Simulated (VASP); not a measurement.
Write the native input for VASP 6.6.1 that does the following.

```
Task                   : single point
Functional             : PBE
Potentials or basis    : VASP PAW PBE potentials, release 64 (Zr_sv, Sn_d, Se)
Cutoff                 : 520 eV
k mesh                 : 4 × 4 × 4
Occupations            : gaussian, width 0.1 eV
Spin                   : no spin polarisation
Dipole correction      : no
Further INCAR settings : ALGO = Normal; EDIFF = 1e-07; NBANDS = 36
```

The structure of Zr3SnSe lies in POSCAR:

```
Zr3SnSe
1.0
    4.9821672199      0.0000000000      0.0000000000
    0.0000000000      4.9821672199      0.0000000000
    0.0000000000      0.0000000000      4.9821672199
Zr Sn Se
3 1 1
Direct
    0.0000000000      0.5000000000      0.5000000000
    0.5000000000      0.0000000000      0.5000000000
    0.5000000000      0.5000000000      0.0000000000
    0.0000000000      0.0000000000      0.0000000000
    0.5000000000      0.5000000000      0.5000000000
```

The cell was generated, and may not be a known phase.

These files were run (other wordings do the same):

INCAR

```
SYSTEM = Zr3SnSe
  ALGO = Normal
  EDIFF = 1E-7
  ENCUT = 520
  GGA = PE
  ISIF = 2
  ISMEAR = 0
  LASPH = .True.
  LCHARG = .False.
  LREAL = .False.
  LWAVE = .False.
  NBANDS = 36
  NELM = 80
  PREC = Accurate
  SIGMA = 0.1
```

KPOINTS

```
k-points
0
Gamma
  4 4 4
  0 0 0
```

Potentials or basis: VASP PAW PBE potentials, release 64 (Zr_sv, Sn_d, Se).

The run is started by

```bash
$ cat potpaw_PBE.64/Zr_sv/POTCAR potpaw_PBE.64/Sn_d/POTCAR potpaw_PBE.64/Se/POTCAR > POTCAR
$ mpirun -np 1 vasp_std > vasp.out
```

It gave:

- Pressure: 0.2 GPa
- Band gap on the k mesh: zero (bands 28 and 29 overlap by 0.37 eV)

Caveat: spin-orbit coupling is left out, which moves the levels of the heavy elements.

It took 110 s on 1 thread of Intel Xeon 8259CL (shared host), peak memory 0.26 GiB.
